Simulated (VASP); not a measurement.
The system is MgS.

```
CELL_PARAMETERS angstrom
2.95330 0.00000 0.00000
-1.47665 2.55763 0.00000
0.00000 0.00000 6.08542
ATOMIC_POSITIONS crystal
Mg 0.00000 0.00000 0.00000
S 0.00000 0.00000 0.50000
```

The cell was generated, and may not be a known phase.

| Quantity | Value |
| --- | --- |
| Program | VASP 6.6.1 |
| Task | relaxation of cell and atoms |
| Functional | PBE |
| Potentials or basis | VASP PAW PBE potentials, release 64 (Mg_sv, S) |
| Cutoff | 840 eV |
| k mesh | 6 × 6 × 4 |
| Occupations | gaussian, width 0.1 eV |
| Spin | no spin polarisation |

At the start: pressure -3.6 GPa; volume 22.98 Å³/atom.

**Question.** How do energy, volume and symmetry change on relaxing?

**Answer.** Over 22 steps the energy falls by 591.9 meV/atom and the volume is 32.04 Å³/atom (+39.4 %); space group P6/mmm (No. 191, to 0.1 Å) before and after.

The path:
| step | energy change (eV) | largest force (eV/Å) | pressure (GPa) | volume (Å³) |
| --- | --- | --- | --- | --- |
| 1 | 0.0000 | 0.0000 | -3.57 | 45.97 |
| 2 | -0.1211 | 0.0000 | -1.22 | 42.61 |
| 3 | -0.1705 | 0.0000 | 1.43 | 40.10 |
| 4 | -0.1049 | 0.0000 | 10.38 | 35.24 |
| 5 | -0.1773 | 0.0000 | 2.66 | 39.15 |
| 6 | -0.2803 | 0.0000 | 2.65 | 39.57 |
| 7 | -0.2302 | 0.0000 | 16.39 | 39.73 |
| 8 | -0.3575 | 0.0000 | 5.56 | 39.84 |
| 9 | -0.4508 | 0.0000 | 3.01 | 42.85 |
| 10 | -0.7200 | 0.0000 | -0.73 | 52.48 |
| 11 | -0.9474 | 0.0000 | -6.94 | 74.32 |
| 12 | -0.9358 | 0.0000 | -2.45 | 60.32 |
| 13 | -1.0296 | 0.0000 | -4.26 | 67.16 |
| 14 | -1.0545 | 0.0000 | -4.55 | 68.63 |
| 15 | -1.0633 | 0.0000 | -4.82 | 69.84 |
| 16 | -1.0865 | 0.0000 | -4.39 | 69.22 |
| 17 | -1.1424 | 0.0000 | -3.00 | 67.38 |
| 18 | -1.1829 | 0.0000 | 0.31 | 63.78 |
| 19 | -1.1836 | 0.0000 | -0.11 | 64.19 |
| 20 | -1.1836 | 0.0000 | 0.00 | 64.08 |
| 21 | -1.1837 | 0.0000 | -0.04 | 64.08 |
| 22 | -1.1838 | 0.0000 | -0.15 | 64.07 |

Final structure:
```
CELL_PARAMETERS angstrom
4.08362 0.00000 0.00000
-2.04181 3.53652 0.00000
0.00000 0.00000 4.43671
ATOMIC_POSITIONS crystal
Mg 0.00000 0.00000 0.00000
S 0.00000 0.00000 0.50000
```

Caveat: the k points lie up to 0.35 Å⁻¹ apart in the final cell; the volume moved by over 15 % at a fixed basis, so the end points are rough.
